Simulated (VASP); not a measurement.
Crystal: Sb.

```xyz
2
Lattice="2.6669 0.0000 0.0000 -1.3335 2.3096 0.0000 0.0000 0.0000 4.1684" Properties=species:S:1:pos:R:3 pbc="T T T"
Sb    0.0000    1.5397    1.0421
Sb    1.3335    0.7699    3.1263
```

This cell differs from its parent crystal: volume scaled by 0.5.

Base run:

- Program: VASP 6.6.1
- Functional: LDA
- Potentials or basis: VASP PAW LDA potentials, release 64 (Sb)
- Cutoff: 520 eV
- k mesh: 14 × 14 × 8
- Occupations: fermi-dirac, width 0.05 eV
- Spin: no spin polarisation

Its results: band gap on the k mesh zero (band 5 reaches 30.53 eV, above the bottom of band 6 at 15.93 eV); pressure 252.0 GPa.

Question: The run is repeated on the same cell with these changes: potentials or basis from VASP PAW LDA potentials, release 64 (Sb) to VASP PAW LDA potentials, release 64 (Sb_d_GW); cutoff from 520 eV to 500 eV; further incar settings from ALGO = Normal; EDIFF = 1e-07; NBANDS = 12 to ALGO = Normal; EDIFF = 1e-06; NBANDS = 22; valence electrons from 10 to 30. What comes out?

Answer: Band gap on the k mesh zero (band 15 reaches 25.78 eV, above the bottom of band 16 at 11.22 eV); pressure 242.2 GPa.

Caveats: spin-orbit coupling is left out, which moves the levels of the heavy elements.
